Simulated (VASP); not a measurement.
# Ge (I4_1/amd) in VASP: a series of runs, part 2 of 3

VASP 6.6.1.

### Step 4. Vibrations by perturbation theory, PBEsol

Input file INCAR:

```
PREC = Accurate
ENCUT = 520
EDIFF = 1E-8
ISMEAR = -1
SIGMA = 0.05
LREAL = False
LASPH = True
NELM = 80
ALGO = Normal
ISIF = 2
LWAVE = False
LCHARG = False
GGA = PS
IBRION = 8
NSW = 1
```

Input file KPOINTS:

```
Automatic mesh
0
Gamma
  8 8 8
```

Input file POSCAR:

```
Ge
1.0
   -2.5744897190      2.5744897190      1.3974126432
    2.5744897190     -2.5744897190      1.3974126432
    2.5744897190      2.5744897190     -1.3974126432
Ge
2
Direct
    0.5000000000      0.5000000000      0.0000000000
    0.2500000000      0.7500000000      0.5000000000
```

Potentials or basis: VASP PAW PBE potentials, release 64 (Ge_d).

Run with:

```sh
$ cat potpaw_PBE.64/Ge_d/POTCAR > POTCAR
$ mpirun -np 1 vasp_std > vasp.out
```

OUTCAR:

```text
PREC = Accurate
   ENCUT = 520
   EDIFF = 1E-8
   ISMEAR = -1
   LREAL = False
   LASPH = True
   NELM = 80
   ISIF = 2
   GGA = PS
   IBRION = 8
   NSW = 1

 ion  position               nearest neighbor table
   1  0.500  0.500  0.000-   2 2.67   2 2.67   2 2.67   2 2.67
   2  0.250  0.750  0.500-   1 2.67   1 2.67   1 2.67   1 2.67

  LATTYP: Found a body centered tetragonal cell.
 ALAT       =     5.1489794380
 C/A-ratio  =     0.5427920853

  Lattice vectors:

 A1 = (  -2.5744897190,   2.5744897190,   1.3974126432)
 A2 = (   2.5744897190,  -2.5744897190,   1.3974126432)
 A3 = (   2.5744897190,   2.5744897190,  -1.3974126432)

Analysis of symmetry for initial positions (statically):
=====================================================================
 Subroutine PRICEL returns:
 Original cell was already a primitive cell.

 Routine SETGRP: Setting up the symmetry group for a
 body centered tetragonal supercell.

 Subroutine GETGRP returns: Found 16 space group operations
 (whereof  8 operations were pure point group operations)
 out of a pool of 16 trial point group operations.

The static configuration has the point symmetry D_2d.
 The point group associated with its full space group is D_4h.

Analysis of symmetry for dynamics (positions and initial velocities):
=====================================================================
 Subroutine PRICEL returns:
 Original cell was already a primitive cell.

 Routine SETGRP: Setting up the symmetry group for a
 body centered tetragonal supercell.

 Subroutine GETGRP returns: Found 16 space group operations
[... 700 lines left out ...]

--------------------------------------- Ionic step        4  -------------------------------------------

------------------------ aborting loop because EDIFF is reached ----------------------------------------

[... ionic steps 5 to 5 ...]

--------------------------------------- Ionic step        6  -------------------------------------------

 Free energy of the ion-electron system (eV)
  ---------------------------------------------------
  ---------------------------------------------------
  free energy    TOTEN  =        -0.18304979 eV

  energy without entropy =       -0.18304979

------------------------ aborting loop because EDIFF is reached ----------------------------------------

 INTERNAL STRAIN TENSOR  FOR ION    1  DIRECTION 3   (eV/Angst):
 -----------------------------------------------------------------------------
    -2.85603  0.00000  0.00000
     0.00000  2.84744  0.00000
     0.00000  0.00000  0.00444

 INTERNAL STRAIN TENSOR FOR ION    2 for displacements in x,y,z  (eV/Angst):
          X           Y           Z          XY          YZ          ZX
  --------------------------------------------------------------------------------
  x     0.00000     0.00000     0.00000     0.00000     0.00000     1.38089
  y     0.00000     0.00000     0.00000     0.00000    -1.11927     0.00000
  z     2.85173    -2.85173     0.00000     0.00000     0.00000     0.00000

 SECOND DERIVATIVES (NOT SYMMETRIZED)
 ------------------------------------
               1X          1Y          1Z          2X          2Y          2Z
  1X    -3.721511    0.000000    0.000000    3.721511    0.000000    0.000000
  1Y     0.000000   -3.721511    0.000000    0.000000    3.721511    0.000000
  1Z     0.000000    0.000000   -0.671409    0.000000    0.000000    0.671409
  2X     3.721511    0.000000    0.000000   -3.721511    0.000000    0.000000
  2Y     0.000000    3.721511    0.000000    0.000000   -3.721511    0.000000
  2Z     0.000000    0.000000    0.671409    0.000000    0.000000   -0.671409

 Eigenvectors and eigenvalues of the dynamical matrix
 ----------------------------------------------------

   1 f  =    5.005266 THz    31.449012 2PiTHz  166.957693 cm-1    20.700106 meV
             X         Y         Z           dx          dy          dz
      0.000000  0.000000  1.397413    -0.691506   -0.147716    0.000000
      2.574490  0.000000  0.698706     0.691506    0.147716    0.000000
[... 11 lines left out ...]
   4 f  =    0.000000 THz     0.000001 2PiTHz    0.000004 cm-1     0.000000 meV
             X         Y         Z           dx          dy          dz
      0.000000  0.000000  1.397413     0.037385   -0.237626    0.664933
      2.574490  0.000000  0.698706     0.037385   -0.237626    0.664933

   5 f/i=    0.000000 THz     0.000000 2PiTHz    0.000002 cm-1     0.000000 meV
             X         Y         Z           dx          dy          dz
      0.000000  0.000000  1.397413     0.546561   -0.411848   -0.177911
      2.574490  0.000000  0.698706     0.546561   -0.411848   -0.177911

   6 f/i=    0.000000 THz     0.000000 2PiTHz    0.000002 cm-1     0.000000 meV
             X         Y         Z           dx          dy          dz
      0.000000  0.000000  1.397413     0.447072    0.523369    0.161899
      2.574490  0.000000  0.698706     0.447072    0.523369    0.161899

--------------------------------------------------------------------------------------------------------

 ELASTIC MODULI CONTR FROM IONIC RELAXATION (kBar)
 Direction    XX          YY          ZZ          XY          YZ          ZX
 --------------------------------------------------------------------------------
 XX        -523.8108    523.8108      0.0000      0.0000     -0.0000     -0.0000
 YY         523.8108   -523.8108      0.0000      0.0000      0.0000      0.0000
 ZZ           0.0000      0.0000      0.0000      0.0000      0.0000      0.0000
 XY           0.0000      0.0000      0.0000      0.0000      0.0000      0.0000
 YZ          -0.0000      0.0000      0.0000      0.0000    -14.5576     -0.0000
 ZX          -0.0000      0.0000      0.0000      0.0000     -0.0000    -22.1586
 --------------------------------------------------------------------------------
```

OSZICAR:

```text
N       E                     dE             d eps       ncg     rms          rms(c)
DAV:   1     0.151736328076E+03    0.15174E+03   -0.14995E+04  2222   0.445E+03
DAV:   2     0.832589042643E+01   -0.14341E+03   -0.14102E+03  2124   0.521E+02
[... 49 lines left out ...]
RMM:   8    -0.183049853421E+00    0.52634E-06   -0.15969E-08  6152   0.570E-04    0.155E-05
RMM:   9    -0.183049704999E+00    0.14842E-06   -0.18966E-08  6193   0.281E-04    0.643E-06
RMM:  10    -0.183049745131E+00   -0.40132E-07   -0.33614E-08  6459   0.149E-04    0.400E-06
RMM:  11    -0.183049761567E+00   -0.16435E-07   -0.58203E-09  6319   0.855E-05    0.238E-06
RMM:  12    -0.183049793615E+00   -0.32048E-07   -0.59067E-09  6240   0.571E-05    0.517E-07
RMM:  13    -0.183049790924E+00    0.26908E-08   -0.16139E-09  4350   0.369E-05    0.455E-07
 Linear response finished
```

stdout:

```text
POSCAR found type information on POSCAR Ge
 POSCAR found :  1 types and       2 ions
 scaLAPACK will be used
 -----------------------------------------------------------------------------
|                                                                             |
|                                                                             |
|     You enforced a specific xc type in the INCAR file but a different       |
|     I HOPE YOU KNOW WHAT YOU ARE DOING!                                     |
|                                                                             |
 -----------------------------------------------------------------------------

 LDA part: xc-table for (Slater+PW92), standard interpolation
 POSCAR, INCAR and KPOINTS ok, starting setup
 FFT: planning ... GRIDC
 FFT: planning ... GRID_SOFT
 FFT: planning ... GRID
 WAVECAR not read
 entering main loop
 Linear response reoptimize wavefunctions to high precision
 Linear response DOF=           2
 Linear response progress:
 first order change of Fermi-energy   0.15000E-04
 force on displaced ion       1 direction 1 :  -3.722  -0.000  -0.000
 Linear response progress:
 first order change of Fermi-energy  -0.44613E-04
 force on displaced ion       1 direction 3 :  -0.000   0.000  -0.671
 Linear response finished
```

Wall time 4.1 min (1 thread of Intel Xeon Platinum 8559C (Emerald Rapids), shared host); peak memory 0.32 GiB.

What came out:

```
Highest phonon frequency at Γ : 167 cm⁻¹
```

Phonon frequencies in cm⁻¹ (negative: imaginary):
```tsv
q point	frequencies
(0.000, 0.000, 0.000)	0 0 0 71 167 167
```

Caveat: the PAW data sets were made with another functional, which shifts forces and pressure a little.

### Step 5. Vibrations by perturbation theory, PBEsol

Input file INCAR:

```
SYSTEM = Ge
  ALGO = Normal
  EDIFF = 1E-8
  ENCUT = 520
  GGA = PS
  IBRION = 8
  ISIF = 2
  ISMEAR = -1
  LASPH = .True.
  LCHARG = .False.
  LREAL = .False.
  LWAVE = .False.
  NELM = 100
  NSW = 1
  PREC = Accurate
  SIGMA = 0.05
```

Input file KPOINTS:

```
k-points
0
Gamma
  10 10 10
  0 0 0
```

POSCAR is that of step 4.

Potentials or basis: VASP PAW PBE potentials, release 64 (Ge_d).

Run with:

```sh
$ cat potpaw_PBE.64/Ge_d/POTCAR > POTCAR
$ mpirun -np 1 vasp_std > vasp.out
```

OUTCAR:

```text
SYSTEM = Ge
   EDIFF = 1E-8
   ENCUT = 520
   GGA = PS
   IBRION = 8
   ISIF = 2
   ISMEAR = -1
   LASPH = .True.
   LREAL = .False.
   NELM = 100
   NSW = 1
   PREC = Accurate

 ion  position               nearest neighbor table
   1  0.500  0.500  0.000-   2 2.67   2 2.67   2 2.67   2 2.67
   2  0.250  0.750  0.500-   1 2.67   1 2.67   1 2.67   1 2.67

  LATTYP: Found a body centered tetragonal cell.
 ALAT       =     5.1489794380
 C/A-ratio  =     0.5427920853

  Lattice vectors:

 A1 = (  -2.5744897190,   2.5744897190,   1.3974126432)
 A2 = (   2.5744897190,  -2.5744897190,   1.3974126432)
 A3 = (   2.5744897190,   2.5744897190,  -1.3974126432)

Analysis of symmetry for initial positions (statically):
=====================================================================
 Subroutine PRICEL returns:
 Original cell was already a primitive cell.

 Routine SETGRP: Setting up the symmetry group for a
 body centered tetragonal supercell.

 Subroutine GETGRP returns: Found 16 space group operations
 (whereof  8 operations were pure point group operations)
 out of a pool of 16 trial point group operations.

The static configuration has the point symmetry D_2d.
 The point group associated with its full space group is D_4h.

Analysis of symmetry for dynamics (positions and initial velocities):
=====================================================================
 Subroutine PRICEL returns:
 Original cell was already a primitive cell.

 Routine SETGRP: Setting up the symmetry group for a
 body centered tetragonal supercell.

 Subroutine GETGRP returns: Found 16 space group operations
 (whereof  8 operations were pure point group operations)
 out of a pool of 16 trial point group operations.

The dynamic configuration has the point symmetry D_2d.
 The point group associated with its full space group is D_4h.

 Subroutine INISYM returns: Found 16 space group operations
 (whereof  8 operations are pure point group operations),
 and found     1 'primitive' translations

----------------------------------------------------------------------------------------

                                     Primitive cell

  volume of cell :      37.0482

  direct lattice vectors                    reciprocal lattice vectors
    -2.574489719  2.574489719  1.397412643     0.000000000  0.194213244  0.357804119
     2.574489719 -2.574489719  1.397412643     0.194213244  0.000000000  0.357804119
     2.574489719  2.574489719 -1.397412643     0.194213244  0.194213244  0.000000000

  length of vectors
     3.899840602  3.899840602  3.899840602     0.407114937  0.407114937  0.274659004

  position of ions in fractional coordinates (direct lattice)
     0.500000000  0.500000000  0.000000000
[... 131 lines left out ...]
 cond. band min:       6.6917848499   @ k =  -0.2000   0.3000   0.2000
 fundamental gap:      0.0248899779
 Fermi energy:         6.6914246698

 k-point     1 :       0.0000    0.0000    0.0000
  band No.  band energies     occupation
      1     -18.0131      2.00000
      2     -17.9680      2.00000
      3     -17.9374      2.00000
      4     -17.9357      2.00000
      5     -17.8294      2.00000
      6     -17.8294      2.00000
[... 481 lines left out ...]
      5     -17.8584      2.00000
      6     -17.8248      2.00000
[... 10 lines left out ...]
     17      12.3480      0.00000
     18      13.1230      0.00000

 [... further k-points ...]
[... 5 lines left out ...]
  --------------------------------------------------------------------------------------
  -------------------------------------------------------------------------------------
  Total       -0.1903197     -0.1903197     -0.1093045      0.0000000     -0.0000000      0.0000000
  in kB       -8.2305212     -8.2305212     -4.7269574      0.0000000     -0.0000000      0.0000000
  external PRESSURE =      -7.0626666 kB  Pullay stress =       0.0000000 kB

 VOLUME and BASIS-vectors are now :
 -----------------------------------------------------------------------------
  energy-cutoff  :      520.00
  volume of cell :       37.05
      direct lattice vectors                 reciprocal lattice vectors
    -2.574489719  2.574489719  1.397412643     0.000000000  0.194213244  0.357804119
     2.574489719 -2.574489719  1.397412643     0.194213244  0.000000000  0.357804119
     2.574489719  2.574489719 -1.397412643     0.194213244  0.194213244  0.000000000

 POSITION                                       TOTAL-FORCE (eV/Angst)
 -----------------------------------------------------------------------------------
      0.00000      0.00000      1.39741         0.000000     -0.000000     -0.000000
      2.57449      0.00000      0.69871        -0.000000      0.000000      0.000000
 -----------------------------------------------------------------------------------
    total drift:                                0.000000     -0.000000      0.000000

  FREE ENERGIE OF THE ION-ELECTRON SYSTEM (eV)
  ---------------------------------------------------
  free  energy   TOTEN  =        -9.5371025768 eV

  energy  without entropy=       -9.5307173699  energy(sigma->0) =       -9.53390997

[... ionic steps 2 to 3 ...]

--------------------------------------- Ionic step        4  -------------------------------------------

------------------------ aborting loop because EDIFF is reached ----------------------------------------

[... ionic steps 5 to 5 ...]

--------------------------------------- Ionic step        6  -------------------------------------------

 Free energy of the ion-electron system (eV)
  ---------------------------------------------------
  ---------------------------------------------------
  free energy    TOTEN  =        -0.18316799 eV

  energy without entropy =       -0.18316799

------------------------ aborting loop because EDIFF is reached ----------------------------------------

 INTERNAL STRAIN TENSOR  FOR ION    1  DIRECTION 3   (eV/Angst):
 -----------------------------------------------------------------------------
    -1.77799  0.00000  0.00000
     0.00000  1.77615  0.00000
     0.00000  0.00000 -0.00466

 INTERNAL STRAIN TENSOR FOR ION    2 for displacements in x,y,z  (eV/Angst):
          X           Y           Z          XY          YZ          ZX
  --------------------------------------------------------------------------------
  x     0.00000     0.00000     0.00000     0.00000     0.00000     1.46523
  y     0.00000     0.00000     0.00000     0.00000    -1.35659     0.00000
  z     1.77707    -1.77707     0.00000     0.00000     0.00000     0.00000

 SECOND DERIVATIVES (NOT SYMMETRIZED)
 ------------------------------------
               1X          1Y          1Z          2X          2Y          2Z
  1X    -4.054943    0.000000    0.000000    4.054943    0.000000    0.000000
  1Y     0.000000   -4.054943    0.000000    0.000000    4.054943    0.000000
  1Z     0.000000    0.000000   -0.613873    0.000000    0.000000    0.613873
  2X     4.054943    0.000000    0.000000   -4.054943    0.000000    0.000000
  2Y     0.000000    4.054943    0.000000    0.000000   -4.054943    0.000000
  2Z     0.000000    0.000000    0.613873    0.000000    0.000000   -0.613873

 Eigenvectors and eigenvalues of the dynamical matrix
 ----------------------------------------------------

   1 f  =    5.224682 THz    32.827648 2PiTHz  174.276647 cm-1    21.607541 meV
             X         Y         Z           dx          dy          dz
      0.000000  0.000000  1.397413     0.000000   -0.707107    0.000000
      2.574490  0.000000  0.698706     0.000000    0.707107    0.000000
[... 16 lines left out ...]
   5 f  =    0.000000 THz     0.000000 2PiTHz    0.000000 cm-1     0.000000 meV
             X         Y         Z           dx          dy          dz
      0.000000  0.000000  1.397413     0.000000    0.707107    0.000000
      2.574490  0.000000  0.698706     0.000000    0.707107    0.000000

   6 f/i=    0.000000 THz     0.000000 2PiTHz    0.000000 cm-1     0.000000 meV
             X         Y         Z           dx          dy          dz
      0.000000  0.000000  1.397413     0.000000    0.000000    0.707107
      2.574490  0.000000  0.698706     0.000000    0.000000    0.707107

--------------------------------------------------------------------------------------------------------

 ELASTIC MODULI CONTR FROM IONIC RELAXATION (kBar)
 Direction    XX          YY          ZZ          XY          YZ          ZX
 --------------------------------------------------------------------------------
 XX        -222.4721    222.4721      0.0000      0.0000      0.0000      0.0000
 YY         222.4721   -222.4721      0.0000      0.0000      0.0000      0.0000
 ZZ           0.0000      0.0000      0.0000      0.0000      0.0000      0.0000
 XY           0.0000      0.0000      0.0000      0.0000      0.0000      0.0000
 YZ           0.0000      0.0000      0.0000      0.0000    -19.6271      0.0000
 ZX           0.0000      0.0000      0.0000      0.0000      0.0000    -22.8966
 --------------------------------------------------------------------------------
```

It took 13 min on 1 thread of Intel Xeon Platinum 8259CL at 2.50GHz (Skylake/Cascade Lake), shared host; peak memory 0.46 GiB.

What came out:

| Quantity | Value |
| --- | --- |
| Highest phonon frequency at Γ | 174 cm⁻¹ |

Phonon frequencies in cm⁻¹ (negative: imaginary):
```
              q point       frequencies
(0.000, 0.000, 0.000)  0 0 0 68 174 174
```

Caveat: the PAW data sets were made with another functional, which shifts forces and pressure a little.

### Step 6. Elastic constants, PBEsol

Input file INCAR:

```
  PREC = Accurate
  ENCUT = 600
  EDIFF = 1E-8
  ISMEAR = -1
  SIGMA = 0.05
  LREAL = F
  LASPH = T
  NELM = 80
  ALGO = Normal
  ISIF = 3
  LWAVE = F
  LCHARG = F
  GGA = PS
  NBANDS = 21
  IBRION = 6
  NFREE = 2
  POTIM = 0.015
  NSW = 1
```

Input file KPOINTS:

```
regular mesh
0
Gamma
  8 8 8
```

POSCAR is that of step 5.

Potentials or basis: VASP PAW PBE potentials, release 64 (Ge_d).

Run with:

```sh
$ cat potpaw_PBE.64/Ge_d/POTCAR > POTCAR
$ mpirun -np 1 vasp_std > vasp.out
```

Run time: 9.6 min. Hardware: 1 thread of AMD EPYC 9R45 (Zen 5), shared host; peak memory 0.31 GiB.

It converged, with:

```
Voigt bulk modulus            : 76 GPa
Highest phonon frequency at Γ : 166 cm⁻¹
```

Phonon frequencies in cm⁻¹ (negative: imaginary):
| q point | frequencies |
| --- | --- |
| (0.000, 0.000, 0.000) | 0 0 0 69 166 166 |

Elastic tensor in Voigt notation (GPa, in the Cartesian axes of the cell as first typed):
```
101  83  40   0   0   0
 83 101  40   0   0   0
 40  40 158   0   0   0
  0   0   0  31   0   0
  0   0   0   0  31   0
  0   0   0   0   0  59
```

Clamped-ion elastic tensor (GPa):
```
154  29  40   0   0   0
 29 154  40   0   0   0
 40  40 158   0   0   0
  0   0   0  32   0   0
  0   0   0   0  32   0
  0   0   0   0   0  59
```

Caveat: the PAW data sets were made with another functional, which shifts forces and pressure a little.

(Part 2 of 3 ends here.)
